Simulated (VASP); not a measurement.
Set up this calculation in VASP 6.6.1, as the native input.

```
Task                   : single point
Functional             : PBE
Potentials or basis    : VASP PAW PBE potentials, release 64 (Be, S)
Cutoff                 : 520 eV
k mesh                 : 8 × 8 × 4
Occupations            : gaussian, width 0.1 eV
Spin                   : no spin polarisation
Dipole correction      : no
Further INCAR settings : ALGO = Normal; EDIFF = 1e-07; NBANDS = 11
```

The structure of BeS lies in POSCAR:

```
BeS
1.0
    1.7161120090     -1.7344512322      0.0000000000
    1.7161120090      1.7344512322      0.0000000000
    0.0000000000      0.0000000000      4.4889727340
Be S
1 1
Direct
    0.0000000000      0.0000000000      0.0000000000
    0.0000000000      0.0000000000      0.5000000000
```

The input as run:

INCAR

```
PREC = Accurate
ENCUT = 520
EDIFF = 1E-7
ISMEAR = 0
SIGMA = 0.1
LREAL = F
LASPH = T
NELM = 80
ALGO = Normal
ISIF = 2
LWAVE = F
LCHARG = F
GGA = PE
NBANDS = 11
```

KPOINTS

```
Automatic mesh
0
Gamma
  8 8 4
```

Potentials or basis: VASP PAW PBE potentials, release 64 (Be, S).

The run is started by

```sh
$ cat potpaw_PBE.64/Be/POTCAR potpaw_PBE.64/S/POTCAR > POTCAR
$ mpirun -np 1 vasp_std > vasp.out
```

Results of the run:

```
Pressure               : 0.0 GPa
Band gap on the k mesh : zero (band 4 reaches 9.44 eV, above the bottom of band 5 at 4.89 eV)
```

It took 12 s on 1 thread of Intel(R) Xeon(R) Platinum 8259CL CPU @ 2.50GHz (Skylake/Cascade Lake), on a shared host, peak memory 0.13 GiB.
